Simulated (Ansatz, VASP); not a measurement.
One calculation of ZnS, two programs

The input INCAR:

```
SYSTEM = ZnS
PREC = Accurate
ENCUT = 520
EDIFF = 1E-6
ISMEAR = 0
SIGMA = 0.05
LREAL = .FALSE.
LASPH = .TRUE.
NELM = 60
ALGO = Normal
ISIF = 2
LWAVE = .FALSE.
LCHARG = .FALSE.
GGA = PE
NBANDS = 16
```

The input KPOINTS:

```
Automatic mesh
0
G
  8 8 8
  0 0 0
```

The input POSCAR:

```
ZnS
1.0
    0.0000000000      2.7215639840      3.0277399322
    2.7215639840      0.0000000000      3.0277399322
    2.7215639840      2.7215639840      0.0000000000
Zn S
1 1
Direct
    0.0000000000      0.0000000000      0.0000000000
    0.7500000000      0.7500000000      0.7500000000
```

Input for Ansatz:

```yaml
crystal:
  lattice:
    - [0.0, 2.721563984, 3.0277399322]
    - [2.721563984, 0.0, 3.0277399322]
    - [2.721563984, 2.721563984, 0.0]
  atoms:
    - { symbol: Zn, position: [0.0, 0.0, 0.0] }
    - { symbol: S, position: [0.75, 0.75, 0.75] }
basis:
  ecutwfc: 420
kpoints:
  mp_grid: { grid: [8, 8, 8] }
hamiltonian:
  xc: pbe
scf:
  occupations: { method: gaussian, width: 0.05 }
output:
  forces: true
  stress: true
  eigenvalues: true
```

Change from the starting cell: strain +0.1125 x Voigt [0, 0, 1, 0, 0, 0], atoms carried along.

Alike in both runs: task single point; functional PBE; k mesh 8 × 8 × 8; occupations gaussian, width 0.05 eV; no spin polarisation.

|  | VASP | Ansatz |
| --- | --- | --- |
| version | VASP 6.6.1 | Ansatz 0.2.0 |
| potentials or method | VASP PAW PBE potentials, release 64 (Zn, S), cutoff 520 eV | scalar-relativistic, plane waves, PAW |
| valence electrons in the cell | 18 | 18 |

VASP gave:

```
gap on the k mesh at the Fermi level (eV)                     : 1.38
least direct gap on the mesh (eV)                             : 1.38
pressure (GPa)                                                : -5.9
traceless stress, the component that is largest in VASP (GPa) : -3.50
```

Task: Which values does Ansatz return?

Result: gap on the k mesh at the Fermi level (eV): 1.38; least direct gap on the mesh (eV): 1.38; pressure (GPa): -6.0; traceless stress, the component that is largest in VASP (GPa): -3.52.
